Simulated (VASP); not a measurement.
# C in VASP: a series of runs

The runs below take C through relaxation of cell and atoms, single point, with LDA.

Everything below comes from runs of VASP 6.6.1. Logs are shortened: lines on timing, memory, paths and dates and some standing lists are left out, and cuts for length are marked.

## (1) The cell of the first run

The typed cell holds 2 atoms: a = 2.357 Å, b = 2.357 Å, c = 3.057 Å, α = 112.64°, β = 112.64°, γ = 60.00°.

## (2) Relaxation of cell and atoms, LDA, target pressure 30 GPa, at which the enthalpy is minimised

INCAR reads:

```
PREC = Accurate
ENCUT = 600
EDIFF = 1E-6
ISMEAR = 0
SIGMA = 0.01
LREAL = False
LASPH = True
NELM = 60
ALGO = Normal
ISIF = 3
LWAVE = False
LCHARG = False
GGA = CA
IBRION = 2
NSW = 70
EDIFFG = -0.008
PSTRESS = 300.0
```

KPOINTS reads:

```
regular mesh
0
Gamma
  18 18 14
```

POSCAR reads:

```
C
1.0
    2.0412040674     -1.1785586645     -0.0109156368
    2.0412040674      1.1785586645     -0.0109156368
   -1.3441928730      0.0000000000      2.7454989761
C
2
Direct
    0.8337997844      0.8337997844      0.0013946676
    0.1662002156      0.1662002156      0.9986053324
```

Potentials or basis: VASP PAW LDA potentials, release 64 (C).

Started as:

```console
$ cat potpaw_LDA.64/C/POTCAR > POTCAR
$ mpirun -np 1 vasp_std > vasp.out
```

OUTCAR:

```text
PREC = Accurate
   ENCUT = 600
   EDIFF = 1E-6
   ISMEAR = 0
   LREAL = False
   LASPH = True
   NELM = 60
   ISIF = 3
   GGA = CA
   IBRION = 2
   NSW = 70
   EDIFFG = -0.008
   PSTRESS = 300.0

 ion  position               nearest neighbor table
   1  0.834  0.834  0.001-   2 1.36   2 1.36   2 1.36
   2  0.166  0.166  0.999-   1 1.36   1 1.36   1 1.36

  LATTYP: Found a base centered monoclinic cell.
 ALAT       =     4.0824665073
 B/A-ratio  =     0.5773757910
 C/A-ratio  =     0.7487867857
 COS(beta)  =    -0.4445211637

  Lattice vectors:

 A1 = (   2.0412040674,  -1.1785586645,  -0.0109156368)
 A2 = (   2.0412040674,   1.1785586645,  -0.0109156368)
 A3 = (  -1.3441928730,   0.0000000000,   2.7454989761)

Analysis of symmetry for initial positions (statically):
=====================================================================
 Subroutine PRICEL returns:
 Original cell was already a primitive cell.

 Routine SETGRP: Setting up the symmetry group for a
 base centered monoclinic supercell.

 Subroutine GETGRP returns: Found  4 space group operations
 (whereof  4 operations were pure point group operations)
 out of a pool of  4 trial point group operations.

The static configuration has the point symmetry C_2h.

Analysis of symmetry for dynamics (positions and initial velocities):
=====================================================================
 Subroutine PRICEL returns:
 Original cell was already a primitive cell.

 Routine SETGRP: Setting up the symmetry group for a
 base centered monoclinic supercell.

 Subroutine GETGRP returns: Found  4 space group operations
 (whereof  4 operations were pure point group operations)
 out of a pool of  4 trial point group operations.

The dynamic configuration has the point symmetry C_2h.

 Subroutine INISYM returns: Found  4 space group operations
 (whereof  4 operations are pure point group operations),
 and found     1 'primitive' translations

----------------------------------------------------------------------------------------

                                     Primitive cell

  volume of cell :      13.1750

  direct lattice vectors                    reciprocal lattice vectors
     2.041204067 -1.178558664 -0.010915637     0.245596481 -0.424247019  0.120243731
     2.041204067  1.178558664 -0.010915637     0.245596481  0.424247019  0.120243731
    -1.344192873  0.000000000  2.745498976     0.001952900  0.000000000  0.365188653

  length of vectors
     2.357039185  2.357039185  3.056896974     0.504739259  0.504739259  0.365193875

  position of ions in fractional coordinates (direct lattice)
     0.833799784  0.833799784  0.001394668
     0.166200216  0.166200216  0.998605332

  ion indices of the primitive-cell ions
   primitive index   ion index
                 1           1
                 2           2

----------------------------------------------------------------------------------------

 KPOINTS: regular mesh

Automatic generation of k-mesh.
 Grid dimensions read from file:
 generate k-points for:   18   18   14

 Generating k-lattice:

  Cartesian coordinates                     Fractional coordinates (reciprocal lattice)
     0.013644249 -0.023569279  0.006680207     0.055555556  0.000000000 -0.000000000
     0.013644249  0.023569279  0.006680207     0.000000000  0.055555556 -0.000000000
     0.000139493  0.000000000  0.026084904     0.000000000  0.000000000  0.071428571

  Length of vectors
     0.028041070  0.028041070  0.026085277

  Shift w.r.t. Gamma in fractional coordinates (k-lattice)
     0.000000000  0.000000000  0.000000000

 Subroutine IBZKPT returns following result:
 ===========================================

 Found   1208 irreducible k-points:

 Following reciprocal coordinates:
            Coordinates               Weight
  0.000000  0.000000  0.000000      1.000000
  0.055556 -0.000000 -0.000000      4.000000
  0.111111 -0.000000 -0.000000      4.000000
  0.166667  0.000000 -0.000000      4.000000
  0.222222 -0.000000  0.000000      4.000000
  0.277778 -0.000000  0.000000      4.000000
[... 16 lines left out ...]
 -0.277778  0.055556  0.000000      4.000000
 -0.222222  0.055556  0.000000      4.000000
 [... further k-points ...]
   k-points           NKPTS =   1208   k-points in BZ     NKDIM =   1208   number of bands    NBANDS=      8
   number of dos      NEDOS =    301   number of ions     NIONS =      2
   total plane-waves  NPLWV =   9600
   dimension x,y,z NGX =    20 NGY =   20 NGZ =   24
   dimension x,y,z NGXF=    40 NGYF=   40 NGZF=   48
   ions per type =               2
   NGX,Y,Z   is equivalent  to a cutoff of  14.11, 14.11, 13.05 a.u.
   NGXF,Y,Z  is equivalent  to a cutoff of  28.21, 28.21, 26.10 a.u.
 SYSTEM =  unknown system
   PREC   = accura    normal or accurate (medium, high low for compatibility)
   ISTART =      0    job   : 0-new  1-cont  2-samecut
   ICHARG =      2    charge: 1-file 2-atom 10-const
   ISPIN  =      1    spin polarized calculation?
   LNONCOLLINEAR =      F non collinear calculations
   LSORBIT =      F    spin-orbit coupling
   LASPH  =      T    aspherical Exc in radial PAW
   ENCUT  =  600.0 eV  44.10 Ry    6.64 a.u.   4.71  4.71  6.11*2*pi/ulx,y,z
   NELM   =     60;   NELMIN=  2; NELMDL= -5     # of ELM steps
   EDIFF  = 0.1E-05   stopping-criterion for ELM
   LREAL  =      F    real-space projection
   EDIFFG = -.8E-02   stopping-criterion for IOM
   NSW    =     70    number of steps for IOM
   IBRION =      2    ionic relax: 0-MD 1-quasi-New 2-CG
   NFREE  =      1    steps in history (QN), initial steepest desc. (CG)
   ISIF   =      3    stress and relaxation
   ISYM   =      2    0-nonsym 1-usesym 2-fastsym
   POTIM  = 0.5000    time-step for ionic-motion
   TEBEG  =    0.0;   TEEND  =   0.0 temperature during run
   PSTRESS=  300.0 pullay stress
   NELECT =       8.0000    total number of electrons
   NUPDOWN=      -1.0000    fix difference up-down
   EMIN   =  10.00;   EMAX   =-10.00  energy-range for DOS
   EFERMI =   0.00;   METHOD = LEGACY
   ISMEAR =     0;   SIGMA  =   0.01  broadening in eV -4-tet -1-fermi 0-gaus
   EFERMI_NEDOS =   21; number of points for ismear=-14 and -15
   IALGO  =     38    algorithm
   IMIX   =      4    mixing-type and parameters
     AMIX     =   0.40;   BMIX     =  1.00
     AMIX_MAG =   1.60;   BMIX_MAG =  1.00
  volume/ion in A,a.u.               =       6.59        44.45
  Fermi-wavevector in a.u.,A,eV,Ry     =   1.386292  2.619712 26.147750  1.921805
  Thomas-Fermi vector in A             =   2.510622
   LORBIT       =      0    0 simple, 1 ext, 2 COOP (PROOUT), +10 PAW based schemes
   GGA     = CA    functional components
   LHFCALC =     F    Hartree Fock is set to
   AEXX    =    0.0000 exact exchange contribution
   IVDW    =     0    specifies the selected vdW correction
   LEPSILON=     F    determine dielectric tensor
   LRPA    =     F    only Hartree local field effects (RPA)
 conjugate gradient relaxation of ions
 non-spin polarized calculation
 Gauss-broadening in eV      SIGMA  =   0.01
  energy-cutoff  :      600.00
  volume of cell :       13.17
 maximum number of plane-waves:       453
   NGX =  9   NGY =  9   NGZ = 13

--------------------------------------- Ionic step        1  -------------------------------------------

 number of electron       8.0000000 magnetization

 Free energy of the ion-electron system (eV)
  ---------------------------------------------------
  ext. energy  EPLUGINS =         0.00000000
  ---------------------------------------------------
  free energy    TOTEN  =       -19.90008969 eV

  energy without entropy =      -19.90008969  energy(sigma->0) =      -19.90008969

------------------------ aborting loop because EDIFF is reached ----------------------------------------

  FORCE on cell =-STRESS in cart. coord.  units (eV):
  Direction    XX          YY          ZZ          XY          YZ          ZX
  --------------------------------------------------------------------------------------
  -------------------------------------------------------------------------------------
  Total        5.5129830      5.5293151      1.6596972      0.0000000      0.0000000     -0.0244093
  in kB      670.4198778    672.4059893    201.8315642      0.0000000      0.0000000     -2.9683531
  external PRESSURE =     214.8858104 kB  Pullay stress =     300.0000000 kB
[... 93 lines left out ...]
  FREE ENERGIE OF THE ION-ELECTRON SYSTEM (eV)
  ---------------------------------------------------
  free  energy   TOTEN  =       -20.0519655101 eV

  energy  without entropy=      -20.0519655101  energy(sigma->0) =      -20.05196551

  enthalpy is  TOTEN    =       -17.4942952432 eV   P V=        2.5576702668

[... ionic steps 4 to 12 ...]

--------------------------------------- Ionic step       13  -------------------------------------------

 number of electron       8.0000001 magnetization

------------------------ aborting loop because EDIFF is reached ----------------------------------------

  FORCE on cell =-STRESS in cart. coord.  units (eV):
  Direction    XX          YY          ZZ          XY          YZ          ZX
  --------------------------------------------------------------------------------------
  -------------------------------------------------------------------------------------
  Total        2.4579018      2.4654184      2.4507102      0.0000000      0.0000000     -0.0009871
  in kB      299.9014799    300.8186250    299.0239957      0.0000000      0.0000000     -0.1204470
  external PRESSURE =      -0.0852998 kB  Pullay stress =     300.0000000 kB
[... 61 lines left out ...]
  enthalpy is  TOTEN    =       -17.5098897134 eV   P V=        2.4582726946

--------------------------------------- Ionic step       15  -------------------------------------------

 number of electron       8.0000001 magnetization

 Free energy of the ion-electron system (eV)
  ---------------------------------------------------
  ext. energy  EPLUGINS =         0.00000000
  ---------------------------------------------------
  free energy    TOTEN  =       -19.96848660 eV

  energy without entropy =      -19.96848660  energy(sigma->0) =      -19.96848660

 E-fermi :   7.9188     XC(G=0): -12.4922

 val. band max:        7.7470545767   @ k =  -0.2778   0.2778   0.0000
 cond. band min:       8.0990471344   @ k =  -0.2778   0.3333   0.0714
 fundamental gap:      0.3519925576
 Fermi energy:         7.9188424327

 k-point     1 :       0.0000    0.0000    0.0000
  band No.  band energies     occupation
      1     -13.0571      2.00000
      2       2.8451      2.00000
      3       4.7901      2.00000
      4       4.7906      2.00000
      5      14.9135      0.00000
      6      16.5869      0.00000
      7      16.5882      0.00000
      8      19.3096      0.00000
[... 243 lines left out ...]
 k-point    24 :      -0.2222    0.0556    0.0000
  band No.  band energies     occupation
      1     -11.3841      2.00000
      2       0.2721      2.00000
      3       2.4610      2.00000
      4       4.3005      2.00000
      5      14.3429      0.00000
      6      16.8395      0.00000
      7      17.6293      0.00000
      8      21.6147      0.00000

 [... further k-points ...]

------------------------ aborting loop because EDIFF is reached ----------------------------------------

  FORCE on cell =-STRESS in cart. coord.  units (eV):
  Direction    XX          YY          ZZ          XY          YZ          ZX
  --------------------------------------------------------------------------------------
  -------------------------------------------------------------------------------------
  Total        2.4541612      2.4515836      2.4549224      0.0000000      0.0000000     -0.0011696
  in kB      299.4606785    299.1461578    299.5535620      0.0000000      0.0000000     -0.1427139
  external PRESSURE =      -0.6132006 kB  Pullay stress =     300.0000000 kB
[... 17 lines left out ...]
  FREE ENERGIE OF THE ION-ELECTRON SYSTEM (eV)
  ---------------------------------------------------
  free  energy   TOTEN  =       -19.9684866023 eV

  energy  without entropy=      -19.9684866023  energy(sigma->0) =      -19.96848660

  enthalpy is  TOTEN    =       -17.5099055094 eV   P V=        2.4585810929

 reached required accuracy - stopping structural energy minimisation
```

It took 5.2 min on 1 thread of Intel Xeon 6975P-C (Granite Rapids), shared host; peak memory 0.22 GiB.

What came out:

* Free energy: -19.9685 eV
* Relaxed volume: 6.57 Å³/atom
* Relaxed cell: a = 2.403 Å, b = 2.403 Å, c = 2.969 Å, α = 113.87°, β = 113.87°, γ = 60.00°
* Space group after relaxing (to 0.1 Å): R-3m (No. 166)
* Energy change on relaxing (the run minimises the enthalpy): -34.2 meV/atom
* Ionic steps: 15
* Pressure after relaxing: 29.9 GPa

The path:
```
step  energy change (eV)  largest force (eV/Å)  pressure (GPa)  volume (Å³)
   1              0.0000                0.0279           51.49        13.17
   2             -0.0043                0.1328          -24.13        14.89
   3             -0.1519                0.0601           24.68        13.66
   4             -0.1471                0.0587           26.01        13.63
   5             -0.1146                0.0970           27.58        13.40
   6             -0.0758                0.2061           29.36        13.17
   7             -0.0441                1.1801           31.76        13.06
   8             -0.0728                0.0125           29.70        13.15
   9             -0.0727                0.0165           29.70        13.15
  10             -0.0678                0.0040           30.34        13.13
  11             -0.0689                0.0070           30.18        13.13
  12             -0.0681                0.0391           29.84        13.13
  13             -0.0685                0.0152           29.99        13.13
  14             -0.0681                0.0370           29.82        13.13
  15             -0.0684                0.0008           29.94        13.13
```

Final structure:
```xyz
2
Lattice="2.0813 -1.2017 -0.0117 2.0813 1.2017 -0.0117 -1.3722 0.0000 2.6326" Properties=species:S:1:pos:R:3 pbc="T T T"
C     3.4689    0.0000   -0.0106
C    -0.6785    0.0000    2.6199
```

Caveat: the cell is relaxed towards a set pressure, so the run minimises the enthalpy, not the energy.

## (3) Relaxation of cell and atoms, LDA, target pressure 60 GPa, at which the enthalpy is minimised

This run uses another cell than the first one, of 6.06 Å³/atom.

INCAR reads:

```
SYSTEM = C
  ALGO = Normal
  EDIFF = 1E-7
  EDIFFG = -0.008
  ENCUT = 600
  IBRION = 2
  ISIF = 3
  ISMEAR = 0
  LASPH = .True.
  LCHARG = .False.
  LREAL = .False.
  LWAVE = .False.
  NELM = 60
  NSW = 70
  PREC = Accurate
  PSTRESS = 600.0
  SIGMA = 0.02
```

KPOINTS reads:

```
k-points
0
Gamma
  18 18 18
  0 0 0
```

POSCAR reads:

```
C
1.0
    2.0254243222     -1.1694189994     -0.0117119394
    2.0254243222      1.1694189994     -0.0117119394
   -1.3358266222      0.0000000000      2.5670807975
C
2
Direct
    0.8344264131      0.8344264131      0.0032768387
    0.1655735869      0.1655735869      0.9967231613
```

Potentials or basis: VASP PAW LDA potentials, release 64 (C).

Started as:

```console
$ cat potpaw_LDA.64/C/POTCAR > POTCAR
$ mpirun -np 1 vasp_std > vasp.out
```

Run time: 6.5 min. Hardware: 1 thread of Intel Xeon 6975P-C (Granite Rapids), shared host; peak memory 0.25 GiB.

The run converged. Its results:

```yaml
Free_energy: -19.5958 eV
Relaxed_volume: 5.89 Å³/atom
Relaxed_cell: a = 2.373 Å, b = 2.373 Å, c = 2.778 Å, α = 115.28°, β = 115.28°, γ = 60.00°
Space_group_after_relaxing_to_0.1_Å: R-3m (No. 166)
Energy_change_on_relaxing_the_run_minimises_the_enthalpy: +25.3 meV/atom
Ionic_steps: 13
Pressure_after_relaxing: 60.2 GPa
Largest_force_after_relaxing: 0.007 eV/Å
```

Forces on the atoms (eV/Å):
```
C   -0.004  0.000  0.005
C    0.004  0.000 -0.005
```

Step by step:
```tsv
step	energy change (eV)	largest force (eV/Å)	pressure (GPa)	volume (Å³)
1	0.0000	0.0585	72.82	12.12
2	-0.1502	0.2532	7.88	12.96
3	-0.1431	0.0963	49.26	12.39
4	-0.1388	0.0944	50.23	12.38
5	-0.0021	0.1467	57.82	11.94
6	0.0396	0.1683	60.06	11.82
7	0.0439	0.0421	60.37	11.81
8	0.0442	0.0441	60.39	11.80
9	0.0374	0.2167	58.32	11.82
10	0.0423	0.0220	59.85	11.81
11	0.0436	0.0393	59.35	11.81
12	0.0430	0.0124	59.56	11.81
13	0.0506	0.0068	60.17	11.79
```

Final structure:
```
C
1.0
     2.05502   -1.18651   -0.01179
     2.05502    1.18651   -0.01179
    -1.35627    0.00000    2.42486
C
2
Direct
  0.83645 0.83645 0.00932
  0.16355 0.16355 0.99068
```

Caveat: the cell is relaxed towards a set pressure, so the run minimises the enthalpy, not the energy.

(Part 1 of 2 ends here.)
